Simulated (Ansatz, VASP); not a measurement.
**Y in VASP and in Ansatz**

Contents of INCAR:

```
SYSTEM = Y
ALGO = Normal
EDIFF = 1E-6
ENCUT = 520
GGA = RP
ISIF = 2
ISMEAR = -1
LASPH = .True.
LCHARG = .True.
LELF = .True.
LREAL = .False.
LVHAR = .True.
LWAVE = .False.
NBANDS = 12
NELM = 60
PREC = Accurate
SIGMA = 0.1
```

The input KPOINTS:

```
k-points
0
Gamma
  12 12 12
  0 0 0
```

Contents of POSCAR:

```
Y
1.0
    0.0000000000      2.5349798825      2.5349798825
    2.5349798825      0.0000000000      2.5349798825
    2.5349798825      2.5349798825      0.0000000000
Y
1
Direct
    0.0000000000      0.0000000000      0.0000000000
```

Input for Ansatz:

```yaml
crystal:
  lattice:
    - [0.0, 2.5349798825, 2.5349798825]
    - [2.5349798825, 0.0, 2.5349798825]
    - [2.5349798825, 2.5349798825, 0.0]
  atoms:
    - { symbol: "Y", position: [0.0, 0.0, 0.0] }
hamiltonian:
  xc: rpbe
  pseudopotentials:
    kind: paw
    azcp:
      "Y": "pseudopotentials/Y.paw.azcp"
basis:
  ecutwfc: 420
  fft_grid_basis: typed
kpoints:
  mp_grid: { grid: [12, 12, 12], shift: [0, 0, 0] }
magnetization:
  spin_polarized: false
scf:
  occupations: { method: fermi_dirac, width: 0.1 }
  lower_state_search: "off"
output:
  stress: true
```

Alike in both runs: task single point; functional RPBE; k mesh 12 × 12 × 12; occupations fermi-dirac, width 0.1 eV; no spin polarisation.

```csv
,VASP,Ansatz
version,VASP 6.6.1,Ansatz 0.2.0
potentials or method,"VASP PAW PBE potentials, release 64 (Y_sv), cutoff 520 eV","plane waves (420 eV) with PAW, scalar-relativistic"
valence electrons in the cell,11,11
```

|  | VASP | Ansatz | Ansatz less VASP |
| --- | --- | --- | --- |
| pressure (GPa) | 1.4 | 1.6 | +0.15 |

VASP's potentials were made for PBE, not for RPBE.
